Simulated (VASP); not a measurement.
# Ca7Y (P-4m2) in VASP: notebook

Ca7Y is run at these levels: PBE; tasks: single point.

Everything below comes from runs of VASP 6.6.1. Logs are shortened: lines on timing, memory, paths and dates and some standing lists are left out, and cuts for length are marked.

## 1. The cell of the first run

The structure is tetragonal, space group P-4m2 (No. 115). Conventional cell: a = 7.001 Å, b = 7.001 Å, c = 7.054 Å, α = 90.00°, β = 90.00°, γ = 90.00°. Within 4.6 Å of Ca (site symmetry m) lie 12 Ca at 3.47 to 4.42 Å and 2 Y at 4.26 Å. Ca (site symmetry 2mm) has 10 Ca at 3.87 to 3.99 Å and 2 Y at 3.92 Å within 5.1 Å. Within 4.6 Å of Ca (site symmetry -4m2) lie 2 Y at 3.53 Å and 12 Ca at 3.92 to 4.31 Å. Within 4.6 Å of Y (site symmetry -4m2) lie 14 Ca at 3.53 to 4.26 Å.

## 2. Single point, PBE (43.21 Å³/atom)

Contents of INCAR:

```
SYSTEM = Ca7Y
ALGO = Fast
EDIFF = 1E-6
ENCUT = 520
GGA = PE
ISIF = 2
ISMEAR = 0
LASPH = .TRUE.
LCHARG = .FALSE.
LREAL = .FALSE.
LWAVE = .FALSE.
NBANDS = 50
NELM = 80
PREC = Accurate
SIGMA = 0.1
```

Contents of KPOINTS:

```
k-points
0
G
  6 6 6
  0 0 0
```

Contents of POSCAR:

```
Ca7Y
1.0
    7.0007293723      0.0000000000      0.0000000000
    0.0000000000      7.0007293723      0.0000000000
    0.0000000000      0.0000000000      7.0535867061
Ca Y
7 1
Direct
    0.0000000000      0.2525141072      0.2413757897
    0.5000000000      0.0000000000      0.2494004245
    0.7474858928      0.0000000000      0.7586242103
    0.0000000000      0.7474858928      0.2413757897
    0.0000000000      0.5000000000      0.7505995755
    0.5000000000      0.5000000000      0.5000000000
    0.2525141072      0.0000000000      0.7586242103
    0.5000000000      0.5000000000      0.0000000000
```

Potentials or basis: VASP PAW PBE potentials, release 64 (Ca_sv, Y_sv).

Command:

```sh
cat potpaw_PBE.64/Ca_sv/POTCAR potpaw_PBE.64/Y_sv/POTCAR > POTCAR
mpirun -np 1 vasp_std > vasp.out
```

OUTCAR:

```text
SYSTEM = Ca7Y
   EDIFF = 1E-6
   ENCUT = 520
   GGA = PE
   ISIF = 2
   ISMEAR = 0
   LASPH = .TRUE.
   LREAL = .FALSE.
   NELM = 80
   PREC = Accurate

 ion  position               nearest neighbor table
   1  0.000  0.253  0.241-
   2  0.500  0.000  0.249-
   3  0.747  0.000  0.759-
   4  0.000  0.747  0.241-
   5  0.000  0.500  0.751-
   6  0.500  0.500  0.500-   8 3.53   8 3.53
   7  0.253  0.000  0.759-
   8  0.500  0.500  0.000-   6 3.53   6 3.53

  LATTYP: Found a simple tetragonal cell.
 ALAT       =     7.0007293723
 C/A-ratio  =     1.0075502610

  Lattice vectors:

 A1 = (   7.0007293723,   0.0000000000,   0.0000000000)
 A2 = (   0.0000000000,   7.0007293723,   0.0000000000)
 A3 = (   0.0000000000,   0.0000000000,   7.0535867061)

Analysis of symmetry for initial positions (statically):
=====================================================================
 Subroutine PRICEL returns:
 Original cell was already a primitive cell.

 Routine SETGRP: Setting up the symmetry group for a
 simple tetragonal supercell.

 Subroutine GETGRP returns: Found  8 space group operations
 (whereof  8 operations were pure point group operations)
 out of a pool of 16 trial point group operations.

The static configuration has the point symmetry D_2d.

Analysis of symmetry for dynamics (positions and initial velocities):
=====================================================================
 Subroutine PRICEL returns:
 Original cell was already a primitive cell.

 Routine SETGRP: Setting up the symmetry group for a
 simple tetragonal supercell.

 Subroutine GETGRP returns: Found  8 space group operations
 (whereof  8 operations were pure point group operations)
 out of a pool of 16 trial point group operations.

The dynamic configuration has the point symmetry D_2d.

 Subroutine INISYM returns: Found  8 space group operations
 (whereof  8 operations are pure point group operations),
 and found     1 'primitive' translations

----------------------------------------------------------------------------------------

                                     Primitive cell

  volume of cell :     345.6978

  direct lattice vectors                    reciprocal lattice vectors
     7.000729372  0.000000000  0.000000000     0.142842259  0.000000000  0.000000000
     0.000000000  7.000729372  0.000000000     0.000000000  0.142842259  0.000000000
     0.000000000  0.000000000  7.053586706     0.000000000  0.000000000  0.141771845

  length of vectors
     7.000729372  7.000729372  7.053586706     0.142842259  0.142842259  0.141771845

  position of ions in fractional coordinates (direct lattice)
     0.000000000  0.252514107  0.241375790
     0.500000000  0.000000000  0.249400425
     0.747485893  0.000000000  0.758624210
     0.000000000  0.747485893  0.241375790
     0.000000000  0.500000000  0.750599575
     0.500000000  0.500000000  0.500000000
     0.252514107  0.000000000  0.758624210
     0.500000000  0.500000000  0.000000000

  ion indices of the primitive-cell ions
   primitive index   ion index
                 1           1
                 2           2
                 3           3
                 4           4
                 5           5
                 6           6
                 7           7
                 8           8

----------------------------------------------------------------------------------------

 KPOINTS: k-points

Automatic generation of k-mesh.
 Grid dimensions read from file:
 generate k-points for:    6    6    6

 Generating k-lattice:

  Cartesian coordinates                     Fractional coordinates (reciprocal lattice)
     0.023807043  0.000000000  0.000000000     0.166666667  0.000000000  0.000000000
     0.000000000  0.023807043  0.000000000     0.000000000  0.166666667  0.000000000
     0.000000000  0.000000000  0.023628641     0.000000000  0.000000000  0.166666667

  Length of vectors
     0.023807043  0.023807043  0.023628641

  Shift w.r.t. Gamma in fractional coordinates (k-lattice)
     0.000000000  0.000000000  0.000000000

 Subroutine IBZKPT returns following result:
 ===========================================

 Found     40 irreducible k-points:

 Following reciprocal coordinates:
            Coordinates               Weight
  0.000000  0.000000  0.000000      1.000000
  0.166667  0.000000  0.000000      4.000000
  0.333333  0.000000  0.000000      4.000000
  0.500000  0.000000  0.000000      2.000000
  0.166667  0.166667  0.000000      4.000000
  0.333333  0.166667  0.000000      8.000000
[... 16 lines left out ...]
  0.333333  0.000000  0.333333      8.000000
  0.500000  0.000000  0.333333      4.000000
 [... further k-points ...]
   k-points           NKPTS =     40   k-points in BZ     NKDIM =     40   number of bands    NBANDS=     50
   number of dos      NEDOS =    301   number of ions     NIONS =      8
   total plane-waves  NPLWV = 157464
   dimension x,y,z NGX =    54 NGY =   54 NGZ =   54
   dimension x,y,z NGXF=   108 NGYF=  108 NGZF=  108
   ions per type =               7   1
   NGX,Y,Z   is equivalent  to a cutoff of  12.82, 12.82, 12.73 a.u.
   NGXF,Y,Z  is equivalent  to a cutoff of  25.65, 25.65, 25.45 a.u.
 SYSTEM =  Ca7Y
   PREC   = accura    normal or accurate (medium, high low for compatibility)
   ISTART =      0    job   : 0-new  1-cont  2-samecut
   ICHARG =      2    charge: 1-file 2-atom 10-const
   ISPIN  =      1    spin polarized calculation?
   LNONCOLLINEAR =      F non collinear calculations
   LSORBIT =      F    spin-orbit coupling
   LASPH  =      T    aspherical Exc in radial PAW
   ENCUT  =  520.0 eV  38.22 Ry    6.18 a.u.  13.02 13.02 13.11*2*pi/ulx,y,z
   NELM   =     80;   NELMIN=  2; NELMDL= -5     # of ELM steps
   EDIFF  = 0.1E-05   stopping-criterion for ELM
   LREAL  =      F    real-space projection
   EDIFFG = 0.1E-04   stopping-criterion for IOM
   NSW    =      0    number of steps for IOM
   IBRION =     -1    ionic relax: 0-MD 1-quasi-New 2-CG
   NFREE  =      0    steps in history (QN), initial steepest desc. (CG)
   ISIF   =      2    stress and relaxation
   ISYM   =      2    0-nonsym 1-usesym 2-fastsym
   POTIM  = 0.5000    time-step for ionic-motion
   TEBEG  =    0.0;   TEEND  =   0.0 temperature during run
   PSTRESS=    0.0 pullay stress
   NELECT =      81.0000    total number of electrons
   NUPDOWN=      -1.0000    fix difference up-down
   EMIN   =  10.00;   EMAX   =-10.00  energy-range for DOS
   EFERMI =   0.00;   METHOD = LEGACY
   ISMEAR =     0;   SIGMA  =   0.10  broadening in eV -4-tet -1-fermi 0-gaus
   EFERMI_NEDOS =   21; number of points for ismear=-14 and -15
   IALGO  =     68    algorithm
   IMIX   =      4    mixing-type and parameters
     AMIX     =   0.40;   BMIX     =  1.00
     AMIX_MAG =   1.60;   BMIX_MAG =  1.00
  volume/ion in A,a.u.               =      43.21       291.61
  Fermi-wavevector in a.u.,A,eV,Ry     =   1.009263  1.907230 13.859052  1.018612
  Thomas-Fermi vector in A             =   2.142180
   LORBIT       =      0    0 simple, 1 ext, 2 COOP (PROOUT), +10 PAW based schemes
   GGA     = PE    functional components
   LHFCALC =     F    Hartree Fock is set to
   AEXX    =    0.0000 exact exchange contribution
   IVDW    =     0    specifies the selected vdW correction
   LEPSILON=     F    determine dielectric tensor
   LRPA    =     F    only Hartree local field effects (RPA)
 non-spin polarized calculation
 RMM-DIIS sequential band-by-band and
 Gauss-broadening in eV      SIGMA  =   0.10
  energy-cutoff  :      520.00
  volume of cell :      345.70
 maximum number of plane-waves:      9352
 NGX is ok and might be reduce to    54
   NGX = 27   NGY = 27   NGZ = 27

 number of electron      81.0000019 magnetization

 Free energy of the ion-electron system (eV)
  ---------------------------------------------------
  ext. energy  EPLUGINS =         0.00000000
  ---------------------------------------------------
  free energy    TOTEN  =       -19.10332213 eV

  energy without entropy =      -19.06773009  energy(sigma->0) =      -19.08552611

 E-fermi :   1.9042     XC(G=0):  -7.7530

 val. band max:        1.8940125194   @ k =   0.5000   0.1667   0.0000
 cond. band min:       1.9047217447   @ k =   0.0000   0.0000   0.0000
 fundamental gap:      0.0107092253
 Fermi energy:         1.9042015676

 k-point     1 :       0.0000    0.0000    0.0000
  band No.  band energies     occupation
      1     -41.9347      2.00000
      2     -40.2051      2.00000
      3     -40.2022      2.00000
      4     -40.1844      2.00000
      5     -40.1844      2.00000
      6     -40.1477      2.00000
[... 42 lines left out ...]
     49       2.5032      0.00000
     50       2.6626      0.00000

 k-point     2 :       0.1667    0.0000    0.0000
  band No.  band energies     occupation
      1     -41.9347      2.00000
      2     -40.2045      2.00000
      3     -40.2015      2.00000
      4     -40.1857      2.00000
      5     -40.1844      2.00000
      6     -40.1476      2.00000
[... 42 lines left out ...]
     49       2.6045      0.00000
     50       2.6785      0.00000

 k-point     3 :       0.3333    0.0000    0.0000
  band No.  band energies     occupation
      1     -41.9347      2.00000
      2     -40.2038      2.00000
      3     -40.1987      2.00000
      4     -40.1891      2.00000
      5     -40.1844      2.00000
      6     -40.1476      2.00000
[... 42 lines left out ...]
     49       2.7842      0.00000
     50       2.9374      0.00000

 k-point     4 :       0.5000    0.0000    0.0000
  band No.  band energies     occupation
      1     -41.9347      2.00000
      2     -40.2036      2.00000
      3     -40.1952      2.00000
      4     -40.1928      2.00000
      5     -40.1844      2.00000
      6     -40.1475      2.00000
[... 999 lines left out ...]
 k-point    23 :       0.3333    0.0000    0.3333
  band No.  band energies     occupation
      1     -41.9346      2.00000
      2     -40.2035      2.00000
      3     -40.1988      2.00000
      4     -40.1891      2.00000
      5     -40.1844      2.00000
      6     -40.1476      2.00000
[... 42 lines left out ...]
     49       2.9221      0.00000
     50       3.0496      0.00000

 k-point    24 :       0.5000    0.0000    0.3333
  band No.  band energies     occupation
      1     -41.9346      2.00000
      2     -40.2034      2.00000
      3     -40.1951      2.00000
      4     -40.1929      2.00000
      5     -40.1844      2.00000
      6     -40.1477      2.00000
[... 42 lines left out ...]
     49       3.0119      0.00000
     50       3.1347      0.00000

 [... further k-points ...]
[... 5 lines left out ...]
  --------------------------------------------------------------------------------------
  -------------------------------------------------------------------------------------
  Total       -2.1259861     -2.1259861     -2.1442617      0.0000000      0.0000000      0.0000000
  in kB       -9.8531345     -9.8531345     -9.9378349      0.0000000      0.0000000      0.0000000
  external PRESSURE =      -9.8813680 kB  Pullay stress =       0.0000000 kB

 VOLUME and BASIS-vectors are now :
 -----------------------------------------------------------------------------
  energy-cutoff  :      520.00
  volume of cell :      345.70
      direct lattice vectors                 reciprocal lattice vectors
     7.000729372  0.000000000  0.000000000     0.142842259  0.000000000  0.000000000
     0.000000000  7.000729372  0.000000000     0.000000000  0.142842259  0.000000000
     0.000000000  0.000000000  7.053586706     0.000000000  0.000000000  0.141771845

 POSITION                                       TOTAL-FORCE (eV/Angst)
 -----------------------------------------------------------------------------------
      0.00000      1.76778      1.70257        -0.000000     -0.000725     -0.004634
      3.50036      0.00000      1.75917         0.000000      0.000000     -0.007250
      5.23295      0.00000      5.35102         0.000725      0.000000      0.004634
      0.00000      5.23295      1.70257        -0.000000      0.000725     -0.004634
      0.00000      3.50036      5.29442        -0.000000      0.000000      0.007250
      3.50036      3.50036      3.52679        -0.000000     -0.000000      0.000000
      1.76778      0.00000      5.35102        -0.000725      0.000000      0.004634
      3.50036      3.50036      0.00000        -0.000000      0.000000      0.000000
 -----------------------------------------------------------------------------------
    total drift:                                0.000000      0.000000     -0.000000

  FREE ENERGIE OF THE ION-ELECTRON SYSTEM (eV)
  ---------------------------------------------------
  free  energy   TOTEN  =       -19.1033221259 eV

  energy  without entropy=      -19.0677300937  energy(sigma->0) =      -19.08552611
```

Run time: 37 min. Hardware: 1 thread of Intel Xeon Platinum 8488C (Sapphire Rapids), shared host; peak memory 0.78 GiB.

Results:

- Free energy: -19.1033 eV
- Pressure: -1.0 GPa
- Largest force: 0.007 eV/Å
- Band gap on the k mesh: zero (an odd number of electrons rules out a gap without spin polarisation)

Forces on the atoms (eV/Å):
```
Ca   0.000 -0.001 -0.005
Ca   0.000  0.000 -0.007
Ca   0.001  0.000  0.005
Ca   0.000  0.001 -0.005
Ca   0.000  0.000  0.007
Ca   0.000  0.000  0.000
Ca  -0.001  0.000  0.005
Y    0.000  0.000  0.000
```

(Continued in part 2 of 2.)

The gap in the log of VASP goes by the Fermi energy; the results here count the filled bands.